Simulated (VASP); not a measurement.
# SiW8C8 in VASP: notebook

Runs on SiW8C8. Level: PBE+D3(BJ). Tasks: single point.

Program: VASP 6.6.1. These are calculated values, not measurements. Logs are shortened: lines on timing, memory, paths and dates and some standing lists are left out, and cuts for length are marked.

## 1. The cell of the first run

The cell holds a slab with vacuum, 17 atoms: a = 5.698 Å, b = 5.698 Å, c = 15.196 Å, α = 90.00°, β = 90.00°, γ = 120.00°.

## 2. Single point, PBE+D3(BJ)

Input file INCAR:

```
SYSTEM = SiW8C8
PREC = Accurate
ENCUT = 520
EDIFF = 1E-6
ISMEAR = -1
SIGMA = 0.1
LREAL = Auto
LASPH = .True.
NELM = 100
ALGO = Normal
ISIF = 2
LWAVE = .False.
LCHARG = .False.
GGA = PE
IVDW = 12
NBANDS = 88
```

Input file KPOINTS:

```
Automatic mesh
0
Gamma
  4 4 1
  0 0 0
```

Input file POSCAR:

```
SiW8C8
1.0
    5.6981000000      0.0000000000      0.0000000000
   -2.8490500000      4.9346990000      0.0000000000
    0.0000000000      0.0000000000     15.1955600000
W C Si
8 8 1
Direct
    0.0000000000      0.0000000000      0.0658086968
    0.0015795742      0.0032265392      0.2485485234
    0.0000000507      0.5000001013      0.0658086968
    0.0011286053      0.5050907867      0.2564351692
    0.5000000000      0.0000000000      0.0658086968
    0.5028622292      0.0057827235      0.2566160773
    0.5000000507      0.5000001013      0.0658086968
    0.5039268930      0.5051272631      0.2564071347
    0.3367242905      0.1691081867      0.1536146085
    0.3246574537      0.1635238542      0.3375081274
    0.3340601104      0.6680798565      0.1549667798
    0.3338233208      0.6681250467      0.3321079315
    0.8323974585      0.1691128476      0.1536032236
    0.8384657269      0.1634136145      0.3375632751
    0.8332827091      0.6665204909      0.1536928550
    0.8449268058      0.6903264009      0.3368494481
    0.0419225514      0.0841402890      0.4139835584
```

Potentials or basis: VASP PAW PBE potentials, release 64 (W_sv, C, Si).

Run with:

```sh
$ cat potpaw_PBE.64/W_sv/POTCAR potpaw_PBE.64/C/POTCAR potpaw_PBE.64/Si/POTCAR > POTCAR
$ mpirun -np 1 vasp_std > vasp.out
```

OUTCAR:

```text
SYSTEM = SiW8C8
   PREC = Accurate
   ENCUT = 520
   EDIFF = 1E-6
   ISMEAR = -1
   LREAL = Auto
   LASPH = .True.
   NELM = 100
   ISIF = 2
   GGA = PE
   IVDW = 12
 IVDW          = 12

 ion  position               nearest neighbor table
   1  0.000  0.000  0.066-  15 2.12  13 2.13   9 2.13   2 2.78   7 2.85   3 2.85   5 2.85   5 2.85
                             3 2.85   7 2.85
   2  0.002  0.003  0.249-  16 2.05  10 2.09  14 2.09  13 2.19   9 2.19  15 2.20  17 2.55   1 2.78
                             8 2.84   4 2.84   6 2.85   6 2.85   4 2.86   8 2.86
   3  0.000  0.500  0.066-  13 2.11  15 2.12  11 2.13   5 2.85   1 2.85   7 2.85   7 2.85   1 2.85
                             5 2.85   4 2.90
   4  0.001  0.505  0.256-  12 2.00  16 2.08  14 2.09  11 2.25  15 2.25  13 2.28   8 2.83   2 2.84
                             6 2.84   6 2.86   2 2.86   8 2.86   3 2.90
   5  0.500  0.000  0.066-  13 2.11   9 2.11  11 2.13   3 2.85   7 2.85   1 2.85   1 2.85   7 2.85
                             3 2.85   6 2.90
   6  0.503  0.006  0.257-  12 2.02  14 2.06  10 2.06   9 2.26  13 2.26  11 2.27   4 2.84   8 2.84
                             2 2.85   2 2.85   8 2.86   4 2.86   5 2.90
   7  0.500  0.500  0.066-   9 2.11  15 2.12  11 2.13   1 2.85   5 2.85   3 2.85   3 2.85   5 2.85
                             1 2.85   8 2.90
   8  0.504  0.505  0.256-  12 2.01  16 2.08  10 2.09  11 2.25  15 2.25   9 2.28   4 2.83   2 2.84
                             6 2.84   6 2.86   2 2.86   4 2.86   7 2.90
   9  0.337  0.169  0.154-   7 2.11   5 2.11   1 2.13   2 2.19   6 2.26   8 2.28
  10  0.325  0.164  0.338-  17 1.85   6 2.06   8 2.09   2 2.09
  11  0.334  0.668  0.155-   5 2.13   7 2.13   3 2.13   8 2.25   4 2.25   6 2.27
  12  0.334  0.668  0.332-   4 2.00   8 2.01   6 2.02
  13  0.832  0.169  0.154-   3 2.11   5 2.11   1 2.13   2 2.19   6 2.26   4 2.28
  14  0.838  0.163  0.338-  17 1.85   6 2.06   4 2.09   2 2.09
  15  0.833  0.667  0.154-   3 2.12   7 2.12   1 2.12   2 2.20   8 2.25   4 2.25
  16  0.845  0.690  0.337-   2 2.05   8 2.08   4 2.08  17 2.27
  17  0.042  0.084  0.414-  14 1.85  10 1.85  16 2.27   2 2.55

  LATTYP: Found a hexagonal cell.
 ALAT       =     5.6981000000
 C/A-ratio  =     2.6667766448

  Lattice vectors:

 A1 = (   5.6981000000,   0.0000000000,   0.0000000000)
 A2 = (  -2.8490500000,   4.9346990000,   0.0000000000)
 A3 = (   0.0000000000,   0.0000000000,  15.1955600000)

Analysis of symmetry for initial positions (statically):
=====================================================================
 Subroutine PRICEL returns:
 Original cell was already a primitive cell.

 Routine SETGRP: Setting up the symmetry group for a
 hexagonal supercell.

 Subroutine GETGRP returns: Found  1 space group operations
 (whereof  1 operations were pure point group operations)
 out of a pool of 24 trial point group operations.

The static configuration has the point symmetry C_1 .

Analysis of symmetry for dynamics (positions and initial velocities):
=====================================================================
 Subroutine PRICEL returns:
 Original cell was already a primitive cell.

 Routine SETGRP: Setting up the symmetry group for a
 hexagonal supercell.

 Subroutine GETGRP returns: Found  1 space group operations
 (whereof  1 operations were pure point group operations)
 out of a pool of 24 trial point group operations.

The dynamic configuration has the point symmetry C_1 .

 Subroutine INISYM returns: Found  1 space group operations
 (whereof  1 operations are pure point group operations),
 and found     1 'primitive' translations

----------------------------------------------------------------------------------------

                                     Primitive cell

  volume of cell :     427.2750

  direct lattice vectors                    reciprocal lattice vectors
     5.698100000  0.000000000  0.000000000     0.175497096  0.101323303  0.000000000
    -2.849050000  4.934699000  0.000000000     0.000000000  0.202646605  0.000000000
     0.000000000  0.000000000 15.195560000     0.000000000  0.000000000  0.065808697

  length of vectors
     5.698100000  5.698099694 15.195560000     0.202646594  0.202646605  0.065808697

  position of ions in fractional coordinates (direct lattice)
     0.000000000  0.000000000  0.065808697
     0.001579574  0.003226539  0.248548523
     0.000000051  0.500000101  0.065808697
     0.001128605  0.505090787  0.256435169
     0.500000000  0.000000000  0.065808697
     0.502862229  0.005782723  0.256616077
[... 9 lines left out ...]
     0.844926806  0.690326401  0.336849448
     0.041922551  0.084140289  0.413983558

  ion indices of the primitive-cell ions
   primitive index   ion index
                 1           1
                 2           2
                 3           3
                 4           4
                 5           5
                 6           6
[... 9 lines left out ...]
                16          16
                17          17

----------------------------------------------------------------------------------------

 KPOINTS: Automatic mesh

Automatic generation of k-mesh.
 Grid dimensions read from file:
 generate k-points for:    4    4    1

 Generating k-lattice:

  Cartesian coordinates                     Fractional coordinates (reciprocal lattice)
     0.043874274  0.025330826  0.000000000     0.250000000 -0.000000000  0.000000000
     0.000000000  0.050661651  0.000000000     0.000000000  0.250000000  0.000000000
     0.000000000  0.000000000  0.065808697     0.000000000  0.000000000  1.000000000

  Length of vectors
     0.050661649  0.050661651  0.065808697

  Shift w.r.t. Gamma in fractional coordinates (k-lattice)
     0.000000000  0.000000000  0.000000000

 Subroutine IBZKPT returns following result:
 ===========================================

 Found     10 irreducible k-points:

 Following reciprocal coordinates:
            Coordinates               Weight
  0.000000  0.000000  0.000000      1.000000
  0.250000 -0.000000  0.000000      2.000000
  0.000000  0.250000  0.000000      2.000000
 -0.250000  0.250000  0.000000      2.000000
  0.500000 -0.000000  0.000000      1.000000
  0.000000  0.500000  0.000000      1.000000
  0.500000  0.500000  0.000000      1.000000
  0.250000  0.250000  0.000000      2.000000
 -0.250000  0.500000  0.000000      2.000000
  0.500000  0.250000  0.000000      2.000000
   k-points           NKPTS =     10   k-points in BZ     NKDIM =     10   number of bands    NBANDS=     88
   number of dos      NEDOS =    301   number of ions     NIONS =     17
   total plane-waves  NPLWV = 211680
   dimension x,y,z NGX =    42 NGY =   42 NGZ =  120
   dimension x,y,z NGXF=    84 NGYF=   84 NGZF=  240
   ions per type =               8   8   1
   NGX,Y,Z   is equivalent  to a cutoff of  12.25, 12.25, 13.13 a.u.
   NGXF,Y,Z  is equivalent  to a cutoff of  24.51, 24.51, 26.26 a.u.
 SYSTEM =  SiW8C8
   PREC   = accura    normal or accurate (medium, high low for compatibility)
   ISTART =      0    job   : 0-new  1-cont  2-samecut
   ICHARG =      2    charge: 1-file 2-atom 10-const
   ISPIN  =      1    spin polarized calculation?
   LNONCOLLINEAR =      F non collinear calculations
   LSORBIT =      F    spin-orbit coupling
   LASPH  =      T    aspherical Exc in radial PAW
   ENCUT  =  520.0 eV  38.22 Ry    6.18 a.u.  10.59 10.59 28.25*2*pi/ulx,y,z
   NELM   =    100;   NELMIN=  2; NELMDL= -5     # of ELM steps
   EDIFF  = 0.1E-05   stopping-criterion for ELM
   LREAL  =      T    real-space projection
   EDIFFG = 0.1E-04   stopping-criterion for IOM
   NSW    =      0    number of steps for IOM
   IBRION =     -1    ionic relax: 0-MD 1-quasi-New 2-CG
   NFREE  =      0    steps in history (QN), initial steepest desc. (CG)
   ISIF   =      2    stress and relaxation
   ISYM   =      2    0-nonsym 1-usesym 2-fastsym
   POTIM  = 0.5000    time-step for ionic-motion
   TEBEG  =    0.0;   TEEND  =   0.0 temperature during run
   PSTRESS=    0.0 pullay stress
   NELECT =     148.0000    total number of electrons
   NUPDOWN=      -1.0000    fix difference up-down
   EMIN   =  10.00;   EMAX   =-10.00  energy-range for DOS
   EFERMI =   0.00;   METHOD = LEGACY
   ISMEAR =    -1;   SIGMA  =   0.10  broadening in eV -4-tet -1-fermi 0-gaus
   EFERMI_NEDOS =   21; number of points for ismear=-14 and -15
   IALGO  =     38    algorithm
   IMIX   =      4    mixing-type and parameters
     AMIX     =   0.40;   BMIX     =  1.00
     AMIX_MAG =   1.60;   BMIX_MAG =  1.00
  volume/ion in A,a.u.               =      25.13       169.61
  Fermi-wavevector in a.u.,A,eV,Ry     =   1.149722  2.172660 17.985013  1.321861
  Thomas-Fermi vector in A             =   2.286390
   LORBIT       =      0    0 simple, 1 ext, 2 COOP (PROOUT), +10 PAW based schemes
   GGA     = PE    functional components
   LHFCALC =     F    Hartree Fock is set to
   AEXX    =    0.0000 exact exchange contribution
   IVDW    =    12    specifies the selected vdW correction
   LEPSILON=     F    determine dielectric tensor
   LRPA    =     F    only Hartree local field effects (RPA)
 non-spin polarized calculation
  energy-cutoff  :      520.00
  volume of cell :      427.27
 maximum number of plane-waves:     11565
   NGX = 21   NGY = 21   NGZ = 57

 number of electron     148.0000011 magnetization

 Free energy of the ion-electron system (eV)
  ---------------------------------------------------
  ext. energy  EPLUGINS =         0.00000000
  ---------------------------------------------------
  free energy    TOTEN  =      -169.43509803 eV

  energy without entropy =     -169.20853956  energy(sigma->0) =     -169.32181880

 E-fermi :   1.5546     XC(G=0):  -7.0429

 val. band max:        1.4643393281   @ k =   0.2500   0.2500   0.0000
 cond. band min:       1.5652081380   @ k =   0.2500  -0.0000   0.0000
 fundamental gap:      0.1008688099
 Fermi energy:         1.5545682220

 k-point     1 :       0.0000    0.0000    0.0000
  band No.  band energies     occupation
      1     -72.2255      2.00000
      2     -72.1575      2.00000
      3     -72.1568      2.00000
      4     -72.1383      2.00000
      5     -72.0856      2.00000
      6     -72.0138      2.00000
[... 879 lines left out ...]
     85       4.2220      0.00000
     86       4.7183      0.00000
 [bands above 86 left out]

------------------------ aborting loop because EDIFF is reached ----------------------------------------

 Edisp (eV)   -5.15139

 E8    (eV) :    -2.4315

  FORCE on cell =-STRESS in cart. coord.  units (eV):
  Direction    XX          YY          ZZ          XY          YZ          ZX
  --------------------------------------------------------------------------------------
  -------------------------------------------------------------------------------------
  Total      12.96574    12.92635     0.99150     0.02178    -3.99127     0.03635
  in kB      48.61837    48.47069     3.71790     0.08166   -14.96631     0.13632
  external pressure =       33.60 kB  Pullay stress =        0.00 kB

 VOLUME and BASIS-vectors are now :
 -----------------------------------------------------------------------------
  energy-cutoff  :      520.00
  volume of cell :      427.27
      direct lattice vectors                 reciprocal lattice vectors
     5.698100000  0.000000000  0.000000000     0.175497096  0.101323303  0.000000000
    -2.849050000  4.934699000  0.000000000     0.000000000  0.202646605  0.000000000
     0.000000000  0.000000000 15.195560000     0.000000000  0.000000000  0.065808697

 POSITION                                       TOTAL-FORCE (eV/Angst)
 -----------------------------------------------------------------------------------
      0.00000      0.00000      1.00000         0.000975      0.124924     -0.764156
     -0.00019      0.01592      3.77683        -0.008295      0.131141     -0.145915
     -1.42452      2.46735      1.00000         0.074726      0.073653      0.123606
     -1.43260      2.49247      3.89668        -0.058276      0.100918      0.043823
      2.84905      0.00000      1.00000        -0.000717     -0.002418      0.174923
      2.84888      0.02854      3.89942        -0.002250      0.113823      0.001350
[... 9 lines left out ...]
      2.84770      3.40655      5.11862         0.004083      0.428108      0.431009
     -0.00084      0.41521      6.29071         0.002473     -1.760810     -0.172898
 -----------------------------------------------------------------------------------
    total drift:                               -0.002697     -0.011250      0.007016

  FREE ENERGIE OF THE ION-ELECTRON SYSTEM (eV)
  ---------------------------------------------------
  free  energy   TOTEN  =      -174.5864875364 eV

  energy  without entropy=     -174.3599290665  energy(sigma->0) =     -174.47320830
```

Run time: 27 min. Hardware: 1 thread of Intel Xeon 8259CL, shared host; peak memory 0.6 GiB.

What came out:

```yaml
Free_energy: -174.5865 eV
Largest_force: 1.769 eV/Å
Band_gap_on_the_k_mesh: zero (bands 74 and 75 overlap by 0.91 eV)
Dispersion_energy_per_atom: -0.303 eV
```

Forces in eV/Å, atoms in the order of the input:
```
W    0.001  0.125 -0.764
W   -0.008  0.131 -0.146
W    0.075  0.074  0.124
W   -0.058  0.101  0.044
W   -0.001 -0.002  0.175
W   -0.002  0.114  0.001
W   -0.074  0.073  0.122
W    0.048  0.102  0.046
C    0.022  0.045 -0.011
C   -0.088  0.190  0.065
C   -0.001  0.014  0.032
C    0.007  0.122  0.006
C   -0.021  0.044 -0.008
C    0.095  0.191  0.054
C   -0.001  0.010  0.003
C    0.004  0.428  0.431
Si   0.002 -1.761 -0.173
```

Levels at points of the mesh, in eV from the Fermi level:
```
           k point  band 72  band 73  band 74  band 75  band 76  band 77  band 78  band 79
(0.00, 0.00, 0.00)     0.48     0.49     0.59     0.68     0.72     1.23     1.26     2.44
(0.50, 0.00, 0.00)    -0.82    -0.66    -0.40    -0.32     0.62     1.32     1.48     1.67
(0.00, 0.50, 0.00)    -0.80    -0.71    -0.39    -0.25     0.77     1.28     1.47     1.69
(0.50, 0.50, 0.00)    -0.82    -0.66    -0.40    -0.32     0.62     1.32     1.48     1.67
```

Caveat: there is no dipole correction, which matters where the two faces differ; spin-orbit coupling is left out, which moves the levels of the heavy elements.

## 3. Single point, PBE+D3(BJ)

Input file INCAR:

```
  ALGO = Normal
  EDIFF = 1E-6
  ENCUT = 520
  GGA = PE
  ISIF = 2
  ISMEAR = -1
  IVDW = 12
  LASPH = True
  LCHARG = False
  LREAL = Auto
  LWAVE = False
  NBANDS = 88
  NELM = 100
  PREC = Accurate
  SIGMA = 0.1
```

Input file KPOINTS:

```
k-points
0
Gamma
  4 4 1
```

Input file POSCAR:

```
SiW8C8
1.0
    5.6981000000      0.0000000000      0.0000000000
   -2.8490500000      4.9346990000      0.0000000000
    0.0000000000      0.0000000000     15.1955600000
W C Si
8 8 1
Direct
    0.0000000000      0.0000000000      0.0658086968
   -0.0012648564     -0.0024489842      0.2507864139
    0.0000000507      0.5000001013      0.0658086968
    0.0002125267      0.4999901716      0.2555105570
    0.5000000000      0.0000000000      0.0658086968
    0.5005316974      0.0011911567      0.2564291148
    0.5000000507      0.5000001013      0.0658086968
    0.4997096597      0.5000258374      0.2554841019
    0.3351027473      0.1673824483      0.1537023973
    0.3237510630      0.1545241159      0.3374610742
    0.3338379716      0.6676966518      0.1545082248
    0.3311542905      0.6625528730      0.3334354246
    0.8322630942      0.1673952150      0.1536966061
    0.8305111111      0.1544361672      0.3375378071
    0.8329047698      0.6657737382      0.1535533406
    0.8347990217      0.6699069183      0.3313661359
    0.0825185645      0.1653168714      0.4168285999
```

Potentials or basis: VASP PAW PBE potentials, release 64 (W_sv, C, Si).

Run with:

```sh
$ cat potpaw_PBE.64/W_sv/POTCAR potpaw_PBE.64/C/POTCAR potpaw_PBE.64/Si/POTCAR > POTCAR
$ mpirun -np 1 vasp_std > vasp.out
```

Run time: 28 min. Hardware: 1 thread of Intel Xeon 8259CL, shared host; peak memory 0.6 GiB.

The run converged. Its results:

```yaml
Free_energy: -174.1792 eV
Largest_force: 0.427 eV/Å
Band_gap_on_the_k_mesh: zero (bands 74 and 75 overlap by 1.04 eV)
Dispersion_energy_per_atom: -0.306 eV
```

Forces on the atoms (eV/Å):
```
W   -0.001  0.071 -0.421
W   -0.006  0.010  0.001
W    0.075 -0.030  0.000
W   -0.006 -0.017 -0.025
W   -0.001 -0.010  0.188
W    0.006  0.004 -0.007
W   -0.077 -0.030 -0.001
W    0.002 -0.017 -0.027
C    0.005  0.002 -0.002
C    0.009  0.004  0.069
C   -0.001  0.002 -0.005
C    0.003  0.016  0.085
C   -0.005  0.002  0.002
C   -0.013  0.003  0.051
C   -0.002 -0.008 -0.007
C    0.004  0.000  0.083
Si   0.007 -0.001  0.016
```

Levels at points of the mesh, in eV from the Fermi level:
| k point | band 73 | band 74 | band 75 | band 76 | band 77 | band 78 |
| --- | --- | --- | --- | --- | --- | --- |
| (0.00, 0.00, 0.00) | 0.44 | 0.52 | 0.63 | 0.75 | 0.92 | 1.09 |
| (0.50, 0.00, 0.00) | -0.69 | -0.55 | -0.52 | 0.43 | 1.13 | 1.43 |
| (0.00, 0.50, 0.00) | -0.87 | -0.50 | -0.47 | 0.78 | 1.16 | 1.44 |
| (0.50, 0.50, 0.00) | -0.69 | -0.55 | -0.52 | 0.43 | 1.13 | 1.43 |

Caveat: there is no dipole correction, which matters where the two faces differ; spin-orbit coupling is left out, which moves the levels of the heavy elements.

The gap in the log of VASP goes by the Fermi energy; the results here count the filled bands.